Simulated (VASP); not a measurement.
Input of a VASP 6.6.1 run:

Contents of INCAR:

```
  PREC = Accurate
  ENCUT = 520
  EDIFF = 1E-8
  ISMEAR = -1
  SIGMA = 0.03
  LREAL = F
  LASPH = T
  NELM = 120
  ALGO = Normal
  ISIF = 2
  LWAVE = F
  LCHARG = F
  GGA = PE
  LEFG = T
  NBANDS = 24
  GGA_COMPAT = F
```

Contents of KPOINTS:

```
Automatic mesh
0
Gamma
  7 7 7
```

Contents of POSCAR:

```
CdF2
1.0
    0.0000000000      2.7005188915      2.7005188915
    2.7005188915      0.0000000000      2.7005188915
    2.7005188915      2.7005188915      0.0000000000
Cd F
1 2
Direct
   -0.1575000000      0.0525000000      0.0525000000
    0.4075000000      0.1975000000      0.1975000000
    0.7500000000      0.7500000000      0.7500000000
```

Potentials or basis: VASP PAW PBE potentials, release 64 (Cd_sv_GW, F).

Run with:

```sh
$ cat potpaw_PBE.64/Cd_sv_GW/POTCAR potpaw_PBE.64/F/POTCAR > POTCAR
$ mpirun -np 1 vasp_std > vasp.out
```

Q: Estimate the band gap on the k mesh.

A: 0.95 eV (least direct gap 2.06 eV).

Q: What does it give for the largest force?

A: 70.108 eV/Å.

Stress tensor (GPa, compression positive):
```
 140.57 -119.96 -119.96
-119.96  140.57  119.96
-119.96  119.96  140.57
```

Caveat: the cell differs from its parent crystal (shortest bond scaled by 0.58); atoms lie so close that the PAW spheres overlap strongly, which falsifies energies and pressures; the cell stands under pressure; without QUAD_EFG the Cq values of the log hold for a quadrupole moment of 1 mb, not for the nuclei; forces of over 1 eV/Å act on the atoms, so gaps and moduli don't describe the material at rest. A k mesh can miss the band edges.
